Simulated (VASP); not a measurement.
Input of a VASP 6.6.1 run:

Contents of INCAR:

```
SYSTEM = LaTe
PREC = Accurate
ENCUT = 520
EDIFF = 1E-8
ISMEAR = -1
SIGMA = 0.08
LREAL = .False.
LASPH = .True.
NELM = 100
ALGO = Normal
ISIF = 2
LWAVE = .False.
LCHARG = .False.
LEFG = .True.
NBANDS = 16
```

The input KPOINTS:

```
regular mesh
0
Gamma
  10 10 10
  0 0 0
```

POSCAR

```
LaTe
1.0
    0.0000000000      3.2752200000      3.2110000000
    3.2752200000      0.0000000000      3.2110000000
    3.2752200000      3.2752200000      0.0000000000
La Te
1 1
Direct
    0.0000000000      0.0000000000      0.0000000000
    0.5000000000      0.5000000000      0.5000000000
```

Potentials or basis: VASP PAW LDA potentials, release 64 (La, Te).

The run is started by

```console
$ cat potpaw_LDA.64/La/POTCAR potpaw_LDA.64/Te/POTCAR > POTCAR
$ mpirun -np 1 vasp_std > vasp.out
```

Task: What does it give for the pressure?

Result: -4.1 GPa.

Stress tensor (GPa, compression positive):
```
-4.83  0.00  0.00
 0.00 -4.83  0.00
 0.00  0.00 -2.56
```

Caveat: the cell differs from its parent crystal (equal xx and yy strain of +2 %); without QUAD_EFG the Cq values of the log hold for a quadrupole moment of 1 mb, not for the nuclei.
